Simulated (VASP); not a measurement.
AlFe:

```
Fe Al
1.0
     2.91000    0.00000    0.00000
     0.00000    2.91000    0.00000
     0.00000    0.00000    2.91000
Fe Al
1 1
Cartesian
  1.4550 1.4550 1.4550
  0.0000 0.0000 0.0000
```

Base run:

| Item | Value |
| --- | --- |
| Program | VASP 6.6.1 |
| Functional | PBE |
| Potentials or basis | VASP PAW PBE potentials, release 64 (Fe, Al) |
| Cutoff | 520 eV |
| k mesh | 8 × 8 × 8 |
| Occupations | fermi-dirac, width 0.05 eV |
| Spin | collinear spin, ferromagnetic start |
| Starting moments | [1.5, 0.0] μB |
| Fixed moment | 1.5 μB |

Its results: pressure -0.1 GPa; site moments Fe +1.57; Al -0.04 μB.

The run is repeated on the same cell with these changes: fixed moment from 1.5 μB to 0.8 μB; moments at the start from [1.5, 0.0] to [0.8, 0.0]. What comes out?

Pressure -5.5 GPa; site moments Fe +0.85; Al -0.03 μB.

Caveats: the total moment is fixed, so each spin has its own Fermi level.
